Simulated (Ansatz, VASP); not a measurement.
**EuS: VASP beside Ansatz**

```
CELL_PARAMETERS angstrom
0.00000 2.97850 2.97850
2.97850 0.00000 2.97850
2.97850 2.97850 0.00000
ATOMIC_POSITIONS crystal
Eu 0.00000 0.00000 0.00000
S 0.50000 0.50000 0.50000
```

Alike in both runs: functional r2SCAN50; k mesh 4 × 4 × 4; occupations fermi-dirac, width 0.05 eV; collinear spin.

|  | VASP | Ansatz |
| --- | --- | --- |
| version | VASP 6.6.1 | Ansatz 0.2.0 |
| potentials or method | VASP PAW PBE potentials, release 64 (Eu, S) | Ansatz PAW |
| plane-wave cutoff (eV) | 800 | 500 |
| valence electrons in the cell | 23 | 23 |
| task | single point | band structure |

|  | VASP | Ansatz | Ansatz less VASP |
| --- | --- | --- | --- |
| gap on the k mesh at the Fermi level (eV) | 4.04 | 4.22 | +0.178 |
| least direct gap on the mesh (eV) | 4.52 | 4.77 | +0.249 |
| pressure (GPa) | 0.8 | 1.6 | +0.74 |
| net moment per atom (μB) | 3.50 | 3.50 | 0.000 |
| size of the moment on the site where the two differ most (μB) | 6.72 | 6.95 | +0.224 |

VASP's potentials were made for PBE, not for r2SCAN50. Site moments also hang on the region over which each program counts them.

The k mesh is coarse, so the values compare programs but aren't converged. Neither program's run includes spin-orbit coupling. Noted on Ansatz's run: the magnetic or orbital state may not be the lowest.
